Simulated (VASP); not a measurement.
# SnTe in VASP: notebook

Runs on SnTe. Level: PBE. Tasks: single point.

Program: VASP 6.6.1. These are calculated values, not measurements. Logs are shortened: lines on timing, memory, paths and dates and some standing lists are left out, and cuts for length are marked.

## 1. The cell of the first run

It takes space group Fm-3m (No. 225, cubic). The conventional cell has a = 6.260 Å, b = 6.260 Å, c = 6.260 Å, α = 90.00°, β = 90.00°, γ = 90.00°. Within 4.1 Å of Sn (site symmetry m-3m) lie 6 Te at 3.13 Å. Te (site symmetry m-3m) has 6 Sn at 3.13 Å within 4.1 Å.

## 2. Single point, PBE (volume scaled by 0.975)

Input file INCAR:

```
PREC = Accurate
ENCUT = 520
EDIFF = 1E-6
ISMEAR = -1
SIGMA = 0.08
LREAL = False
LASPH = True
NELM = 80
ALGO = Normal
ISIF = 2
LWAVE = False
LCHARG = True
GGA = PE
LELF = True
LVHAR = True
NBANDS = 17
```

Input file KPOINTS:

```
Automatic mesh
0
Gamma
  11 11 11
```

Input file POSCAR:

```
SnTe
1.0
    0.0000000000      3.1299735358      3.1299735358
    3.1299735358      0.0000000000      3.1299735358
    3.1299735358      3.1299735358      0.0000000000
Sn Te
1 1
Direct
    0.0000000000      0.0000000000      0.0000000000
    0.5000000000      0.5000000000      0.5000000000
```

Potentials or basis: VASP PAW PBE potentials, release 64 (Sn_d, Te).

Command:

```console
> cat potpaw_PBE.64/Sn_d/POTCAR potpaw_PBE.64/Te/POTCAR > POTCAR
> mpirun -np 1 vasp_std > vasp.out
```

OUTCAR:

```text
PREC = Accurate
   ENCUT = 520
   EDIFF = 1E-6
   ISMEAR = -1
   LREAL = False
   LASPH = True
   NELM = 80
   ISIF = 2
   GGA = PE

 ion  position               nearest neighbor table
   1  0.000  0.000  0.000-   2 3.13   2 3.13   2 3.13   2 3.13   2 3.13   2 3.13
   2  0.500  0.500  0.500-   1 3.13   1 3.13   1 3.13   1 3.13   1 3.13   1 3.13

  LATTYP: Found a face centered cubic cell.
 ALAT       =     6.2599470716

  Lattice vectors:

 A1 = (   0.0000000000,   3.1299735358,   3.1299735358)
 A2 = (   3.1299735358,   0.0000000000,   3.1299735358)
 A3 = (   3.1299735358,   3.1299735358,   0.0000000000)

Analysis of symmetry for initial positions (statically):
=====================================================================
 Subroutine PRICEL returns:
 Original cell was already a primitive cell.

 Routine SETGRP: Setting up the symmetry group for a
 face centered cubic supercell.

 Subroutine GETGRP returns: Found 48 space group operations
 (whereof 48 operations were pure point group operations)
 out of a pool of 48 trial point group operations.

The static configuration has the point symmetry O_h .

Analysis of symmetry for dynamics (positions and initial velocities):
=====================================================================
 Subroutine PRICEL returns:
 Original cell was already a primitive cell.

 Routine SETGRP: Setting up the symmetry group for a
 face centered cubic supercell.

 Subroutine GETGRP returns: Found 48 space group operations
 (whereof 48 operations were pure point group operations)
 out of a pool of 48 trial point group operations.

The dynamic configuration has the point symmetry O_h .

 Subroutine INISYM returns: Found 48 space group operations
 (whereof 48 operations are pure point group operations),
 and found     1 'primitive' translations

----------------------------------------------------------------------------------------

                                     Primitive cell

  volume of cell :      61.3270

  direct lattice vectors                    reciprocal lattice vectors
     0.000000000  3.129973536  3.129973536    -0.159745760  0.159745760  0.159745760
     3.129973536  0.000000000  3.129973536     0.159745760 -0.159745760  0.159745760
     3.129973536  3.129973536  0.000000000     0.159745760  0.159745760 -0.159745760

  length of vectors
     4.426451024  4.426451024  4.426451024     0.276687772  0.276687772  0.276687772

  position of ions in fractional coordinates (direct lattice)
[... 72 lines left out ...]
   ICHARG =      2    charge: 1-file 2-atom 10-const
   ISPIN  =      1    spin polarized calculation?
   LNONCOLLINEAR =      F non collinear calculations
   LSORBIT =      F    spin-orbit coupling
   LASPH  =      T    aspherical Exc in radial PAW
   ENCUT  =  520.0 eV  38.22 Ry    6.18 a.u.   8.23  8.23  8.23*2*pi/ulx,y,z
   NELM   =     80;   NELMIN=  2; NELMDL= -5     # of ELM steps
   EDIFF  = 0.1E-05   stopping-criterion for ELM
   LREAL  =      F    real-space projection
   EDIFFG = 0.1E-04   stopping-criterion for IOM
   NSW    =      0    number of steps for IOM
   IBRION =     -1    ionic relax: 0-MD 1-quasi-New 2-CG
   NFREE  =      0    steps in history (QN), initial steepest desc. (CG)
   ISIF   =      2    stress and relaxation
   ISYM   =      2    0-nonsym 1-usesym 2-fastsym
   POTIM  = 0.5000    time-step for ionic-motion
   TEBEG  =    0.0;   TEEND  =   0.0 temperature during run
   PSTRESS=    0.0 pullay stress
   NELECT =      20.0000    total number of electrons
   NUPDOWN=      -1.0000    fix difference up-down
   EMIN   =  10.00;   EMAX   =-10.00  energy-range for DOS
   EFERMI =   0.00;   METHOD = LEGACY
   ISMEAR =    -1;   SIGMA  =   0.08  broadening in eV -4-tet -1-fermi 0-gaus
   EFERMI_NEDOS =   21; number of points for ismear=-14 and -15
   IALGO  =     38    algorithm
   IMIX   =      4    mixing-type and parameters
     AMIX     =   0.40;   BMIX     =  1.00
     AMIX_MAG =   1.60;   BMIX_MAG =  1.00
  volume/ion in A,a.u.               =      30.66       206.93
  Fermi-wavevector in a.u.,A,eV,Ry     =   1.126854  2.129445 17.276665  1.269799
  Thomas-Fermi vector in A             =   2.263537
   LORBIT       =      0    0 simple, 1 ext, 2 COOP (PROOUT), +10 PAW based schemes
   GGA     = PE    functional components
   LHFCALC =     F    Hartree Fock is set to
   AEXX    =    0.0000 exact exchange contribution
   IVDW    =     0    specifies the selected vdW correction
   LEPSILON=     F    determine dielectric tensor
   LRPA    =     F    only Hartree local field effects (RPA)
 non-spin polarized calculation
  energy-cutoff  :      520.00
  volume of cell :       61.33
 maximum number of plane-waves:      1673
 NGX is ok and might be reduce to    36
   NGX = 17   NGY = 17   NGZ = 17

 number of electron      19.9999997 magnetization

 Free energy of the ion-electron system (eV)
  ---------------------------------------------------
  ext. energy  EPLUGINS =         0.00000000
  ---------------------------------------------------
  free energy    TOTEN  =        -7.52193558 eV

  energy without entropy =       -7.52002189  energy(sigma->0) =       -7.52097873

 E-fermi :   7.2420     XC(G=0):  -9.5836

 val. band max:        7.0817801228   @ k =   0.4545   0.0000   0.0000
 cond. band min:       7.5211690773   @ k =   0.4545   0.0000   0.0000
 fundamental gap:      0.4393889545
 Fermi energy:         7.2419691989

 k-point     1 :       0.0000    0.0000    0.0000
  band No.  band energies     occupation
      1     -14.6989      2.00000
      2     -14.6989      2.00000
      3     -14.6920      2.00000
      4     -14.6920      2.00000
      5     -14.6920      2.00000
      6      -5.7437      2.00000
[... 457 lines left out ...]
      4     -14.6884      2.00000
      5     -14.6867      2.00000
      6      -5.0292      2.00000
[... 9 lines left out ...]
     16      15.1077      0.00000
     17      15.2549      0.00000

 [... further k-points ...]
[... 5 lines left out ...]
  --------------------------------------------------------------------------------------
  -------------------------------------------------------------------------------------
  Total        1.2592064      1.2592064      1.2592064      0.0000000     -0.0000000      0.0000000
  in kB       32.8969400     32.8969400     32.8969400      0.0000000     -0.0000000      0.0000000
  external PRESSURE =      32.8969400 kB  Pullay stress =       0.0000000 kB

 VOLUME and BASIS-vectors are now :
 -----------------------------------------------------------------------------
  energy-cutoff  :      520.00
  volume of cell :       61.33
      direct lattice vectors                 reciprocal lattice vectors
     0.000000000  3.129973536  3.129973536    -0.159745760  0.159745760  0.159745760
     3.129973536  0.000000000  3.129973536     0.159745760 -0.159745760  0.159745760
     3.129973536  3.129973536  0.000000000     0.159745760  0.159745760 -0.159745760

 POSITION                                       TOTAL-FORCE (eV/Angst)
 -----------------------------------------------------------------------------------
      0.00000      0.00000      0.00000        -0.000000      0.000000      0.000000
      3.12997      3.12997      3.12997         0.000000     -0.000000     -0.000000
 -----------------------------------------------------------------------------------
    total drift:                               -0.000000      0.000000      0.000000

  FREE ENERGIE OF THE ION-ELECTRON SYSTEM (eV)
  ---------------------------------------------------
  free  energy   TOTEN  =        -7.5219355780 eV

  energy  without entropy=       -7.5200218854  energy(sigma->0) =       -7.52097873
```

OSZICAR:

```text
N       E                     dE             d eps       ncg     rms          rms(c)
DAV:   1     0.127395357910E+03    0.12740E+03   -0.96099E+03  1917   0.136E+03
DAV:   2     0.383085042145E+01   -0.12356E+03   -0.12017E+03  2082   0.332E+02
DAV:   3    -0.723281957657E+01   -0.11064E+02   -0.10959E+02  2346   0.886E+01
DAV:   4    -0.755308749186E+01   -0.32027E+00   -0.32004E+00  2266   0.157E+01
DAV:   5    -0.756597756512E+01   -0.12890E-01   -0.12890E-01  2690   0.305E+00    0.486E+00
DAV:   6    -0.752018642268E+01    0.45791E-01   -0.10575E-01  2638   0.219E+00    0.304E+00
DAV:   7    -0.752176056990E+01   -0.15741E-02   -0.47976E-02  2298   0.110E+00    0.737E-01
DAV:   8    -0.752181813755E+01   -0.57568E-04   -0.69944E-03  2462   0.666E-01    0.178E-01
DAV:   9    -0.752194608757E+01   -0.12795E-03   -0.58774E-04  2643   0.245E-01    0.392E-02
DAV:  10    -0.752193140666E+01    0.14681E-04   -0.10980E-04  2545   0.948E-02    0.148E-02
DAV:  11    -0.752193586864E+01   -0.44620E-05   -0.36004E-05  2360   0.497E-02    0.215E-02
DAV:  12    -0.752193557802E+01    0.29061E-06   -0.24515E-06  2297   0.134E-02
   1 F= -.75219356E+01 E0= -.75209787E+01  d E =-.191369E-02
```

stdout:

```text
POSCAR found type information on POSCAR SnTe
 POSCAR found :  2 types and       2 ions
 scaLAPACK will be used
 LDA part: xc-table for (Slater+PW92), standard interpolation
 POSCAR, INCAR and KPOINTS ok, starting setup
 FFT: planning ... GRIDC
 FFT: planning ... GRID_SOFT
 FFT: planning ... GRID
 WAVECAR not read
 entering main loop
```

It took 21 s on 1 thread of Intel Xeon 6975P-C (Granite Rapids), shared host; peak memory 0.23 GiB.

What came out:

- Free energy: -7.5219 eV
- Pressure: 3.3 GPa

Levels at points of the mesh, in eV from the Fermi level:
```tsv
k point	band 7	band 8	band 9	band 10	band 11	band 12	band 13	band 14
(0.00, 0.00, 0.00)	-4.63	-2.23	-2.23	-2.23	3.36	3.36	3.36	4.68
```

Caveat: this odd mesh misses L, where the gap lies, so gap, dielectric constants and Born charges aren't listed; spin-orbit coupling is left out, which moves the levels of the heavy elements.

## 3. Single point, PBE (volume scaled by 1.025)

Input file INCAR:

```
PREC = Accurate
ENCUT = 520
EDIFF = 1E-6
ISMEAR = -1
SIGMA = 0.08
LREAL = F
LASPH = T
NELM = 100
ALGO = Normal
ISIF = 2
LWAVE = F
LCHARG = F
GGA = PE
NBANDS = 17
```

Input file KPOINTS:

```
regular mesh
0
Gamma
  11 11 11
```

Input file POSCAR:

```
SnTe
1.0
    0.0000000000      3.1825879599      3.1825879599
    3.1825879599      0.0000000000      3.1825879599
    3.1825879599      3.1825879599      0.0000000000
Sn Te
1 1
Direct
    0.0000000000      0.0000000000      0.0000000000
    0.5000000000      0.5000000000      0.5000000000
```

Potentials or basis: VASP PAW PBE potentials, release 64 (Sn_d, Te).

Command:

```console
> cat potpaw_PBE.64/Sn_d/POTCAR potpaw_PBE.64/Te/POTCAR > POTCAR
> mpirun -np 1 vasp_std > vasp.out
```

OUTCAR:

```text
PREC = Accurate
   ENCUT = 520
   EDIFF = 1E-6
   ISMEAR = -1
   LREAL = F
   LASPH = T
   NELM = 100
   ISIF = 2
   GGA = PE

 ion  position               nearest neighbor table
   1  0.000  0.000  0.000-   2 3.18   2 3.18   2 3.18   2 3.18   2 3.18   2 3.18
   2  0.500  0.500  0.500-   1 3.18   1 3.18   1 3.18   1 3.18   1 3.18   1 3.18

  LATTYP: Found a face centered cubic cell.
 ALAT       =     6.3651759198

  Lattice vectors:

 A1 = (   0.0000000000,   3.1825879599,   3.1825879599)
[... 190 lines left out ...]
      5     -15.3005      2.00000
      6      -5.9981      2.00000
[... 457 lines left out ...]
      4     -15.2976      2.00000
      5     -15.2961      2.00000
      6      -5.3425      2.00000
[... 9 lines left out ...]
     16      14.4002      0.00000
     17      14.5356      0.00000

 [... further k-points ...]
[... 5 lines left out ...]
  --------------------------------------------------------------------------------------
  -------------------------------------------------------------------------------------
  Total        0.3259387      0.3259387      0.3259387      0.0000000     -0.0000000      0.0000000
  in kB        8.0998181      8.0998181      8.0998181      0.0000000     -0.0000000      0.0000000
  external PRESSURE =       8.0998181 kB  Pullay stress =       0.0000000 kB

 VOLUME and BASIS-vectors are now :
 -----------------------------------------------------------------------------
  energy-cutoff  :      520.00
  volume of cell :       64.47
      direct lattice vectors                 reciprocal lattice vectors
     0.000000000  3.182587960  3.182587960    -0.157104849  0.157104849  0.157104849
     3.182587960  0.000000000  3.182587960     0.157104849 -0.157104849  0.157104849
     3.182587960  3.182587960  0.000000000     0.157104849  0.157104849 -0.157104849

 POSITION                                       TOTAL-FORCE (eV/Angst)
 -----------------------------------------------------------------------------------
      0.00000      0.00000      0.00000         0.000000     -0.000000     -0.000000
      3.18259      3.18259      3.18259        -0.000000      0.000000      0.000000
 -----------------------------------------------------------------------------------
    total drift:                               -0.000000      0.000000      0.000000

  FREE ENERGIE OF THE ION-ELECTRON SYSTEM (eV)
  ---------------------------------------------------
  free  energy   TOTEN  =        -7.5624502557 eV

  energy  without entropy=       -7.5610633029  energy(sigma->0) =       -7.56175678
```

OSZICAR:

```text
N       E                     dE             d eps       ncg     rms          rms(c)
DAV:   1     0.125237606307E+03    0.12524E+03   -0.95074E+03  1930   0.134E+03
DAV:   2     0.405647770436E+01   -0.12118E+03   -0.11750E+03  2073   0.331E+02
DAV:   3    -0.727455110077E+01   -0.11331E+02   -0.11228E+02  2311   0.890E+01
DAV:   4    -0.760779856549E+01   -0.33325E+00   -0.33299E+00  2264   0.158E+01
DAV:   5    -0.762110763133E+01   -0.13309E-01   -0.13308E-01  2823   0.309E+00    0.426E+00
DAV:   6    -0.756039972877E+01    0.60708E-01   -0.14354E-01  2511   0.243E+00    0.266E+00
DAV:   7    -0.756172596644E+01   -0.13262E-02   -0.53901E-02  2277   0.109E+00    0.838E-01
DAV:   8    -0.756235596547E+01   -0.63000E-03   -0.71779E-03  2455   0.673E-01    0.162E-01
DAV:   9    -0.756243891178E+01   -0.82946E-04   -0.72141E-04  2675   0.249E-01    0.412E-02
DAV:  10    -0.756244341628E+01   -0.45045E-05   -0.11719E-04  2469   0.862E-02    0.192E-02
DAV:  11    -0.756245055645E+01   -0.71402E-05   -0.40602E-05  2359   0.458E-02    0.255E-02
DAV:  12    -0.756245025570E+01    0.30075E-06   -0.23021E-06  2218   0.857E-03
   1 F= -.75624503E+01 E0= -.75617568E+01  d E =-.138695E-02
```

Wall time 21 s (1 thread of Intel Xeon 6975P-C (Granite Rapids), shared host); peak memory 0.23 GiB.

What came out:

```
Free energy : -7.5625 eV
Pressure    : 0.8 GPa
```

Levels at points of the mesh, in eV from the Fermi level:
```
           k point  band 7  band 8  band 9  band 10  band 11  band 12  band 13  band 14
(0.00, 0.00, 0.00)   -4.81   -2.08   -2.08    -2.08     3.27     3.27     3.27     4.79
```

Caveat: this odd mesh misses L, where the gap lies, so gap, dielectric constants and Born charges aren't listed; spin-orbit coupling is left out, which moves the levels of the heavy elements.

## 4. Single point, PBE (equal xy, yz and zx shear strains of -2 %)

Input file INCAR:

```
SYSTEM = SnTe
  PREC = Accurate
  ENCUT = 520
  EDIFF = 1E-6
  ISMEAR = -1
  SIGMA = 0.08
  LREAL = .False.
  LASPH = .True.
  NELM = 100
  ALGO = Normal
  ISIF = 2
  LWAVE = .False.
  LCHARG = .True.
  GGA = PE
  LELF = .True.
  LVHAR = .True.
  NBANDS = 17
```

Input file KPOINTS:

```
regular mesh
0
Gamma
  11 11 11
  0 0 0
```

Input file POSCAR:

```
SnTe
1.0
   -0.0631300000      3.1249350000      3.1249350000
    3.1249350000     -0.0631300000      3.1249350000
    3.1249350000      3.1249350000     -0.0631300000
Sn Te
1 1
Direct
    0.0000000000      0.0000000000      0.0000000000
    0.5000000000      0.5000000000      0.5000000000
```

Command:

```console
> cat potpaw_PBE.64/Sn_d/POTCAR potpaw_PBE.64/Te/POTCAR > POTCAR
> mpirun -np 1 vasp_std > vasp.out
```

It took 3.2 min on 1 thread of AMD EPYC 9R45 (Zen 5), shared host; peak memory 0.28 GiB.

Results (log left out):

```
Free energy            : -7.5444 eV
Pressure               : 2.0 GPa
Band gap on the k mesh : 0.21 eV, indirect (least direct gap 0.40 eV)
```

Stress tensor (GPa, compression positive):
```
1.96 0.30 0.30
0.30 1.96 0.30
0.30 0.30 1.96
```

Levels at points of the mesh, in eV from the valence-band top:
```csv
k point,band 8,band 9,band 10,band 11,band 12,band 13
"(0.00, 0.00, 0.00)",-2.12,-2.12,-1.84,3.38,3.48,3.48
```

Caveat: the cell differs from its parent crystal (equal xy, yz and zx shear strains of -2 %); spin-orbit coupling is left out, which moves the levels of the heavy elements. A k mesh can miss the band edges.

[end of part 1 of 2]
